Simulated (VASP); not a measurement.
Runs of VASP 6.6.1 on Al. The structure is that of space group P6_3/mmc (No. 194), or close to it. The cells are those of the table. 

| cell | gap on the mesh (eV) | pressure (GPa) |
| --- | --- | --- |
| a = 2.999, b = 2.999, c = 4.405 Å, angles 90.0, 90.0, 120.0°, 2 atoms | none | (b) |
| a = 2.606, b = 2.606, c = 4.874 Å, angles 90.0, 90.0, 120.0°, 2 atoms | none | 13.8 |
| a = 2.802, b = 2.802, c = 4.452 Å, angles 90.0, 90.0, 120.0°, 2 atoms | none | 4.8 |
| a = 2.739, b = 2.739, c = 4.452 Å, angles 90.0, 90.0, 120.0°, 2 atoms | none | 9.8 |
| a = 2.704, b = 2.704, c = 4.499 Å, angles 90.0, 90.0, 120.0°, 2 atoms | none | (a) |

Alike in all rows: task single point; level LDA; potentials or basis VASP PAW LDA potentials, release 64 (Al); no spin polarisation; k mesh 18 × 18 × 10; cutoff (eV) 520; smearing gaussian 0.15 eV.

Task: Estimate the missing entries.

Result: (a) 11.7; (b) -4.0.

A gap of «none» marks levels without a gap at the run's occupations.
